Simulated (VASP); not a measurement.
# BeZn4O (P4/mmm) in VASP: further runs, part 2 of 2

VASP 6.6.1.

## (3) Single point, PBE

This run uses another cell than the first one, of 14.22 Å³/atom, 1.020 times its volume.

INCAR

```
SYSTEM = BeZn4O
PREC = Accurate
ENCUT = 520
EDIFF = 1E-6
ISMEAR = 0
SIGMA = 0.1
LREAL = .FALSE.
LASPH = .TRUE.
NELM = 80
ALGO = Normal
ISIF = 2
LWAVE = .FALSE.
LCHARG = .FALSE.
GGA = PE
NBANDS = 37
```

KPOINTS

```
Automatic mesh
0
G
  4 4 4
  0 0 0
```

POSCAR

```
BeZn4O
1.0
    3.9534380600      0.0000000000      0.0000000000
    0.0000000000      3.9534380600      0.0000000000
    0.0000000000      0.0000000000      5.4599519400
Be Zn O
1 4 1
Direct
    0.5000000000      0.5000000000      0.0000000000
    0.0000000000      0.5000000000      0.7009303400
    0.5000000000      0.0000000000      0.2990696600
    0.0000000000      0.5000000000      0.2990696600
    0.5000000000      0.0000000000      0.7009303400
    0.0000000000      0.0000000000      0.0000000000
```

Potentials or basis: VASP PAW PBE potentials, release 64 (Be, Zn, O).

The run is started by

```
$ cat potpaw_PBE.64/Be/POTCAR potpaw_PBE.64/Zn/POTCAR potpaw_PBE.64/O/POTCAR > POTCAR
$ mpirun -np 1 vasp_std > vasp.out
```

OUTCAR:

```text
SYSTEM = BeZn4O
   PREC = Accurate
   ENCUT = 520
   EDIFF = 1E-6
   ISMEAR = 0
   LREAL = .FALSE.
   LASPH = .TRUE.
   NELM = 80
   ISIF = 2
   GGA = PE

 ion  position               nearest neighbor table
   1  0.500  0.500  0.000-   2 2.56   3 2.56   4 2.56   5 2.56   3 2.56   5 2.56   2 2.56   4 2.56

   2  0.000  0.500  0.701-   4 2.19   1 2.56   1 2.56   5 2.80   5 2.80   5 2.80   5 2.80
   3  0.500  0.000  0.299-   5 2.19   1 2.56   1 2.56   4 2.80   4 2.80   4 2.80   4 2.80
   4  0.000  0.500  0.299-   2 2.19   1 2.56   1 2.56   3 2.80   3 2.80   3 2.80   3 2.80
   5  0.500  0.000  0.701-   3 2.19   1 2.56   1 2.56   2 2.80   2 2.80   2 2.80   2 2.80
   6  0.000  0.000  0.000-

  LATTYP: Found a simple tetragonal cell.
 ALAT       =     3.9534380600
 C/A-ratio  =     1.3810642426

  Lattice vectors:

 A1 = (   3.9534380600,   0.0000000000,   0.0000000000)
 A2 = (   0.0000000000,   3.9534380600,   0.0000000000)
 A3 = (   0.0000000000,   0.0000000000,   5.4599519400)

Analysis of symmetry for initial positions (statically):
=====================================================================
 Subroutine PRICEL returns:
 Original cell was already a primitive cell.

 Routine SETGRP: Setting up the symmetry group for a
 simple tetragonal supercell.

 Subroutine GETGRP returns: Found 16 space group operations
 (whereof 16 operations were pure point group operations)
 out of a pool of 16 trial point group operations.

The static configuration has the point symmetry D_4h.

Analysis of symmetry for dynamics (positions and initial velocities):
=====================================================================
 Subroutine PRICEL returns:
 Original cell was already a primitive cell.

 Routine SETGRP: Setting up the symmetry group for a
 simple tetragonal supercell.

 Subroutine GETGRP returns: Found 16 space group operations
 (whereof 16 operations were pure point group operations)
 out of a pool of 16 trial point group operations.

The dynamic configuration has the point symmetry D_4h.

 Subroutine INISYM returns: Found 16 space group operations
 (whereof 16 operations are pure point group operations),
 and found     1 'primitive' translations

----------------------------------------------------------------------------------------

                                     Primitive cell

  volume of cell :      85.3373

  direct lattice vectors                    reciprocal lattice vectors
     3.953438060  0.000000000  0.000000000     0.252944395  0.000000000  0.000000000
     0.000000000  3.953438060  0.000000000     0.000000000  0.252944395  0.000000000
     0.000000000  0.000000000  5.459951940     0.000000000  0.000000000  0.183151795

  length of vectors
     3.953438060  3.953438060  5.459951940     0.252944395  0.252944395  0.183151795

  position of ions in fractional coordinates (direct lattice)
     0.500000000  0.500000000  0.000000000
     0.000000000  0.500000000  0.700930340
     0.500000000  0.000000000  0.299069660
     0.000000000  0.500000000  0.299069660
     0.500000000  0.000000000  0.700930340
     0.000000000  0.000000000  0.000000000

[... 32 lines left out ...]

 Found     18 irreducible k-points:

 Following reciprocal coordinates:
            Coordinates               Weight
  0.000000  0.000000  0.000000      1.000000
  0.250000  0.000000  0.000000      4.000000
  0.500000  0.000000  0.000000      2.000000
  0.250000  0.250000  0.000000      4.000000
  0.500000  0.250000  0.000000      4.000000
  0.500000  0.500000  0.000000      1.000000
[... 10 lines left out ...]
  0.500000  0.250000  0.500000      4.000000
  0.500000  0.500000  0.500000      1.000000
   k-points           NKPTS =     18   k-points in BZ     NKDIM =     18   number of bands    NBANDS=     37
   number of dos      NEDOS =    301   number of ions     NIONS =      6
   total plane-waves  NPLWV =  37800
   dimension x,y,z NGX =    30 NGY =   30 NGZ =   42
   dimension x,y,z NGXF=    60 NGYF=   60 NGZF=   84
   ions per type =               1   4   1
   NGX,Y,Z   is equivalent  to a cutoff of  12.62, 12.62, 12.79 a.u.
   NGXF,Y,Z  is equivalent  to a cutoff of  25.23, 25.23, 25.58 a.u.
 SYSTEM =  BeZn4O
   PREC   = accura    normal or accurate (medium, high low for compatibility)
   ISTART =      0    job   : 0-new  1-cont  2-samecut
   ICHARG =      2    charge: 1-file 2-atom 10-const
   ISPIN  =      1    spin polarized calculation?
   LNONCOLLINEAR =      F non collinear calculations
   LSORBIT =      F    spin-orbit coupling
   LASPH  =      T    aspherical Exc in radial PAW
   ENCUT  =  520.0 eV  38.22 Ry    6.18 a.u.   7.35  7.35 10.15*2*pi/ulx,y,z
   NELM   =     80;   NELMIN=  2; NELMDL= -5     # of ELM steps
   EDIFF  = 0.1E-05   stopping-criterion for ELM
   LREAL  =      F    real-space projection
   EDIFFG = 0.1E-04   stopping-criterion for IOM
   NSW    =      0    number of steps for IOM
   IBRION =     -1    ionic relax: 0-MD 1-quasi-New 2-CG
   NFREE  =      0    steps in history (QN), initial steepest desc. (CG)
   ISIF   =      2    stress and relaxation
   ISYM   =      2    0-nonsym 1-usesym 2-fastsym
   POTIM  = 0.5000    time-step for ionic-motion
   TEBEG  =    0.0;   TEEND  =   0.0 temperature during run
   PSTRESS=    0.0 pullay stress
   NELECT =      56.0000    total number of electrons
   NUPDOWN=      -1.0000    fix difference up-down
   EMIN   =  10.00;   EMAX   =-10.00  energy-range for DOS
   EFERMI =   0.00;   METHOD = LEGACY
   ISMEAR =     0;   SIGMA  =   0.10  broadening in eV -4-tet -1-fermi 0-gaus
   EFERMI_NEDOS =   21; number of points for ismear=-14 and -15
   IALGO  =     38    algorithm
   IMIX   =      4    mixing-type and parameters
     AMIX     =   0.40;   BMIX     =  1.00
     AMIX_MAG =   1.60;   BMIX_MAG =  1.00
  volume/ion in A,a.u.               =      14.22        95.98
  Fermi-wavevector in a.u.,A,eV,Ry     =   1.422628  2.688377 27.536419  2.023870
  Thomas-Fermi vector in A             =   2.543311
   LORBIT       =      0    0 simple, 1 ext, 2 COOP (PROOUT), +10 PAW based schemes
   GGA     = PE    functional components
   LHFCALC =     F    Hartree Fock is set to
   AEXX    =    0.0000 exact exchange contribution
   IVDW    =     0    specifies the selected vdW correction
   LEPSILON=     F    determine dielectric tensor
   LRPA    =     F    only Hartree local field effects (RPA)
 non-spin polarized calculation
 Gauss-broadening in eV      SIGMA  =   0.10
  energy-cutoff  :      520.00
  volume of cell :       85.34
 maximum number of plane-waves:      2324
 NGX is ok and might be reduce to    30
   NGX = 15   NGY = 15   NGZ = 21

 number of electron      56.0000010 magnetization

 Free energy of the ion-electron system (eV)
  ---------------------------------------------------
  ext. energy  EPLUGINS =         0.00000000
  ---------------------------------------------------
  free energy    TOTEN  =       -11.77659324 eV

  energy without entropy =      -11.76696873  energy(sigma->0) =      -11.77178098

 E-fermi :   2.5423     XC(G=0): -10.8899

 val. band max:        2.5108989812   @ k =   0.5000   0.2500   0.5000
 cond. band min:       2.6114215879   @ k =   0.2500   0.0000   0.2500
 fundamental gap:      0.1005226068
 Fermi energy:         2.5423432401

 k-point     1 :       0.0000    0.0000    0.0000
  band No.  band energies     occupation
      1     -15.1020      2.00000
      2      -5.8949      2.00000
      3      -5.4214      2.00000
      4      -5.3709      2.00000
      5      -5.2795      2.00000
      6      -5.2795      2.00000
[... 709 lines left out ...]
     36      10.2414      0.00000
     37      10.5517      0.00000

------------------------ aborting loop because EDIFF is reached ----------------------------------------

  FORCE on cell =-STRESS in cart. coord.  units (eV):
  Direction    XX          YY          ZZ          XY          YZ          ZX
  --------------------------------------------------------------------------------------
  -------------------------------------------------------------------------------------
  Total       -2.9975108     -2.9975108      6.3893058      0.0000000      0.0000000      0.0000000
  in kB      -56.2772207    -56.2772207    119.9569894      0.0000000      0.0000000      0.0000000
  external PRESSURE =       2.4675160 kB  Pullay stress =       0.0000000 kB

 VOLUME and BASIS-vectors are now :
 -----------------------------------------------------------------------------
  energy-cutoff  :      520.00
  volume of cell :       85.34
      direct lattice vectors                 reciprocal lattice vectors
     3.953438060  0.000000000  0.000000000     0.252944395  0.000000000  0.000000000
     0.000000000  3.953438060  0.000000000     0.000000000  0.252944395  0.000000000
     0.000000000  0.000000000  5.459951940     0.000000000  0.000000000  0.183151795

 POSITION                                       TOTAL-FORCE (eV/Angst)
 -----------------------------------------------------------------------------------
      1.97672      1.97672      0.00000         0.000000      0.000000      0.000000
      0.00000      1.97672      3.82705         0.000000     -0.000000      2.344394
      1.97672      0.00000      1.63291        -0.000000     -0.000000     -2.344394
      0.00000      1.97672      1.63291         0.000000      0.000000     -2.344394
      1.97672      0.00000      3.82705         0.000000     -0.000000      2.344394
      0.00000      0.00000      0.00000         0.000000      0.000000      0.000000
 -----------------------------------------------------------------------------------
    total drift:                                0.000000      0.000000     -0.000000

  FREE ENERGIE OF THE ION-ELECTRON SYSTEM (eV)
  ---------------------------------------------------
  free  energy   TOTEN  =       -11.7765932381 eV

  energy  without entropy=      -11.7669687288  energy(sigma->0) =      -11.77178098
```

stdout:

```text
POSCAR found type information on POSCAR BeZnO
 POSCAR found :  3 types and       6 ions
 scaLAPACK will be used
 LDA part: xc-table for (Slater+PW92), standard interpolation
 POSCAR, INCAR and KPOINTS ok, starting setup
 FFT: planning ... GRIDC
 FFT: planning ... GRID_SOFT
 FFT: planning ... GRID
 WAVECAR not read
 entering main loop
```

It took 56 s on 1 thread of Intel Xeon Platinum 8488C (Sapphire Rapids), shared host; peak memory 0.21 GiB.

What came out:

* Free energy: -11.7766 eV
* Pressure: 0.2 GPa
* Largest force: 2.344 eV/Å
* Band gap on the k mesh: zero (band 28 reaches 4.00 eV, above the bottom of band 29 at 1.80 eV)

Forces on the atoms (eV/Å):
```
Be   0.000  0.000  0.000
Zn   0.000  0.000  2.344
Zn   0.000  0.000 -2.344
Zn   0.000  0.000 -2.344
Zn   0.000  0.000  2.344
O    0.000  0.000  0.000
```

Stress tensor (GPa, compression positive):
```
-5.63  0.00  0.00
 0.00 -5.63  0.00
 0.00  0.00 12.00
```

Levels at points of the mesh, in eV from the Fermi level:
| k point | band 24 | band 25 | band 26 | band 27 | band 28 | band 29 | band 30 | band 31 | band 32 | band 33 |
| --- | --- | --- | --- | --- | --- | --- | --- | --- | --- | --- |
| (0.00, 0.00, 0.00) | -3.51 | -3.51 | -2.64 | -0.54 | 0.81 | 1.40 | 1.40 | 4.16 | 4.66 | 4.66 |
| (0.50, 0.00, 0.00) | -3.96 | -2.95 | -2.89 | -2.27 | -0.09 | 0.61 | 1.51 | 1.83 | 5.24 | 5.27 |
| (0.50, 0.50, 0.00) | -4.21 | -3.47 | -1.98 | -1.98 | -1.09 | -0.74 | 1.08 | 1.08 | 2.30 | 2.30 |
| (0.00, 0.00, 0.50) | -3.17 | -3.17 | -2.53 | 1.42 | 1.45 | 1.45 | 1.67 | 2.12 | 2.75 | 2.75 |
| (0.50, 0.00, 0.50) | -5.54 | -2.91 | -2.83 | -1.73 | -0.66 | 2.21 | 2.37 | 4.30 | 4.59 | 5.05 |
| (0.50, 0.50, 0.50) | -4.31 | -3.04 | -3.04 | -2.95 | -2.69 | 1.05 | 1.10 | 1.10 | 2.73 | 5.77 |

Caveat: the k points lie up to 0.40 Å⁻¹ apart; forces of over 1 eV/Å act on the atoms, so gaps and moduli don't describe the material at rest.

## (4) Relaxation of cell and atoms, PBE

This run uses another cell than the first one, of 14.22 Å³/atom, 1.020 times its volume.

INCAR

```
SYSTEM = BeZn4O
PREC     = Accurate       ! precision mode
ENCUT    = 600            ! plane-wave cutoff, eV
EDIFF    = 1E-6           ! SCF threshold, eV
ISMEAR   = 0              ! smearing method
SIGMA    = 0.1            ! smearing width, eV
LREAL    = .False.        ! projectors in reciprocal space
LASPH    = .True.         ! aspherical terms in the spheres
NELM     = 60             ! most SCF steps
ALGO     = Normal         ! electronic algorithm
ISIF     = 3              ! what is computed and relaxed
LWAVE    = .False.        ! write WAVECAR
LCHARG   = .False.        ! write CHGCAR
GGA      = PE             ! functional
IBRION   = 2              ! ionic algorithm
NSW      = 90             ! ionic steps
EDIFFG   = -0.04          ! ionic threshold
```

KPOINTS

```
regular mesh
0
Gamma
  4 4 4
  0 0 0
```

POSCAR is that of step 3.

The run is started by

```
$ cat potpaw_PBE.64/Be/POTCAR potpaw_PBE.64/Zn/POTCAR potpaw_PBE.64/O/POTCAR > POTCAR
$ mpirun -np 1 vasp_std > vasp.out
```

Wall time 6.5 min (1 thread of Intel Xeon Platinum 8488C (Sapphire Rapids), shared host); peak memory 0.25 GiB.

Results (log left out):

```yaml
Free_energy: -12.4079 eV
Relaxed_volume: 13.93 Å³/atom
Relaxed_cell: a = 3.919 Å, b = 3.919 Å, c = 5.441 Å, α = 90.00°, β = 90.00°, γ = 90.00°
Space_group_after_relaxing_to_0.05_Å: P4/mmm (No. 123)
Energy_gained_by_relaxing: 105.2 meV/atom
Ionic_steps: 14
Pressure_after_relaxing: 0.0 GPa
Largest_force_after_relaxing: 0.024 eV/Å
Band_gap_on_the_k_mesh: zero (band 28 reaches 4.62 eV, above the bottom of band 29 at 2.10 eV)
```

Forces in eV/Å, atoms in the order of the input:
```
Be   0.000  0.000  0.000
Zn   0.000  0.000  0.024
Zn   0.000  0.000 -0.024
Zn   0.000  0.000 -0.024
Zn   0.000  0.000  0.024
O    0.000  0.000  0.000
```

Stress tensor (GPa, compression positive):
```
-0.09  0.00  0.00
 0.00 -0.09  0.00
 0.00  0.00  0.09
```

Step by step:
| step | energy change (eV) | largest force (eV/Å) | pressure (GPa) | volume (Å³) |
| --- | --- | --- | --- | --- |
| 1 | 0.0000 | 2.3458 | 0.16 | 85.34 |
| 2 | -0.5851 | 0.0452 | -2.53 | 85.36 |
| 3 | -0.5890 | 0.0697 | -2.56 | 85.37 |
| 4 | -0.6146 | 0.0066 | -0.15 | 82.65 |
| 5 | -0.6147 | 0.0009 | 0.13 | 82.43 |
| 6 | -0.6147 | 0.0024 | 0.06 | 82.49 |
| 7 | -0.6165 | 0.0335 | 0.10 | 82.50 |
| 8 | -0.6185 | 0.1299 | 0.24 | 82.51 |
| 9 | -0.6196 | 0.1304 | 0.20 | 82.60 |
| 10 | -0.6223 | 0.1311 | 0.07 | 82.85 |
| 11 | -0.6266 | 0.1292 | -0.11 | 83.33 |
| 12 | -0.6255 | 0.1047 | -0.33 | 84.26 |
| 13 | -0.6279 | 0.1243 | -0.21 | 83.70 |
| 14 | -0.6312 | 0.0236 | -0.03 | 83.56 |

Final structure:
```
Be Zn O
1.0
     3.91906    0.00000    0.00000
     0.00000    3.91906    0.00000
     0.00000    0.00000    5.44063
Be Zn O
1 4 1
Cartesian
  1.9595 1.9595 5.4406
  0.0000 1.9595 3.9648
  1.9595 0.0000 1.4759
  0.0000 1.9595 1.4759
  1.9595 0.0000 3.9648
  3.9191 3.9191 5.4406
```

Levels at points of the mesh, in eV from the Fermi level:
```csv
k point,band 25,band 26,band 27,band 28,band 29,band 30,band 31,band 32
"(0.00, 0.00, 0.00)",-3.84,-2.56,-0.57,1.01,1.56,1.56,4.21,4.45
"(0.50, 0.00, 0.00)",-3.27,-2.64,-2.36,-0.20,0.76,1.39,1.92,5.44
"(0.50, 0.50, 0.00)",-3.96,-1.46,-1.46,-1.02,-0.51,1.23,1.23,2.19
"(0.00, 0.00, 0.50)",-3.56,-2.49,1.70,2.01,2.01,2.07,2.16,2.44
"(0.50, 0.00, 0.50)",-3.33,-3.17,-1.51,-0.83,1.88,2.85,4.76,4.91
"(0.50, 0.50, 0.50)",-3.05,-2.68,-2.48,-2.48,0.97,0.97,1.65,2.60
```

Caveat: the k points lie up to 0.40 Å⁻¹ apart in the final cell.

## (5) Single point, PBE

This run uses another cell than the first one, of 13.76 Å³/atom, 0.987 times its volume.

INCAR

```
SYSTEM = BeZn4O
  ALGO = Normal
  EDIFF = 1E-7
  ENCUT = 520
  GGA = PE
  ISIF = 2
  ISMEAR = 0
  LASPH = .TRUE.
  LCHARG = .FALSE.
  LREAL = .FALSE.
  LWAVE = .FALSE.
  NBANDS = 37
  NELM = 80
  PREC = Accurate
  SIGMA = 0.1
```

KPOINTS

```
k-points
0
G
  10 10 8
  0 0 0
```

POSCAR

```
BeZn4O
1.0
    3.8421688224      0.0000000000      0.0000000000
    0.0000000000      3.8421688224      0.0000000000
    0.0000000000      0.0000000000      5.5935713681
Be Zn O
1 4 1
Direct
    0.5000000000      0.5000000000      0.0000000000
    0.0000000000      0.5000000000      0.7248427105
    0.5000000000      0.0000000000      0.2751572895
    0.0000000000      0.5000000000      0.2751572895
    0.5000000000      0.0000000000      0.7248427105
    0.0000000000      0.0000000000      0.0000000000
```

The run is started by

```
$ cat potpaw_PBE.64/Be/POTCAR potpaw_PBE.64/Zn/POTCAR potpaw_PBE.64/O/POTCAR > POTCAR
$ mpirun -np 1 vasp_std > vasp.out
```

It took 4.6 min on 1 thread of Intel Xeon Platinum 8488C (Sapphire Rapids), shared host; peak memory 0.37 GiB.

It converged, with:

```yaml
Free_energy: -12.3558 eV
Pressure: 0.3 GPa
Largest_force: 0.006 eV/Å
Band_gap_on_the_k_mesh: zero (band 28 reaches 4.76 eV, above the bottom of band 29 at 2.02 eV)
```

Forces in eV/Å, atoms in the order of the input:
```
Be   0.000  0.000  0.000
Zn   0.000  0.000 -0.006
Zn   0.000  0.000  0.006
Zn   0.000  0.000  0.006
Zn   0.000  0.000 -0.006
O    0.000  0.000  0.000
```

Levels at points of the mesh, in eV from the Fermi level:
```csv
k point,band 24,band 25,band 26,band 27,band 28,band 29,band 30,band 31,band 32,band 33
"(0.00, 0.00, 0.00)",-3.98,-3.98,-2.89,-0.90,1.32,1.58,1.58,4.15,4.15,4.30
"(0.50, 0.00, 0.00)",-4.61,-3.41,-2.96,-2.89,-0.37,0.67,1.46,1.52,5.75,5.94
"(0.50, 0.50, 0.00)",-4.34,-4.21,-1.66,-1.66,-1.41,-0.89,0.82,0.82,2.21,2.21
"(0.00, 0.00, 0.50)",-3.74,-3.74,-2.92,1.52,1.85,1.85,2.01,2.37,2.51,2.51
"(0.50, 0.00, 0.50)",-5.43,-3.44,-3.33,-1.81,-0.99,1.96,2.37,4.14,4.92,5.20
"(0.50, 0.50, 0.50)",-4.83,-3.22,-3.00,-2.58,-2.58,0.96,0.96,1.24,2.07,5.76
```

## (6) Summary

```tsv
task	cell	k mesh	cutoff (eV)	gap on the mesh (eV)	pressure (GPa)	largest force (eV/Å)
single point	a = 3.933, b = 3.933, c = 5.405 Å, 6 atoms	4 × 4 × 4	520	none	0.2	0.03
single point	a = 3.953, b = 3.953, c = 5.460 Å, 6 atoms	4 × 4 × 4	520	none	0.2	2.34
relaxation of cell and atoms	relaxed from a = 3.953, b = 3.953, c = 5.460 Å, 6 atoms	4 × 4 × 4	600	none	0.0	0.02
single point	a = 3.842, b = 3.842, c = 5.594 Å, 6 atoms	10 × 10 × 8	520	none	0.3	0.01
```

Alike in all rows: level PBE; potentials or basis VASP PAW PBE potentials, release 64 (Be, Zn, O); no spin polarisation; smearing gaussian 0.1 eV.

Caveats: some runs use coarse meshes; forces of over 1 eV/Å act on the atoms, so gaps and moduli don't describe the material at rest (some runs).

Total energies depend on the potentials used, so only differences within one code and one set of settings carry meaning.
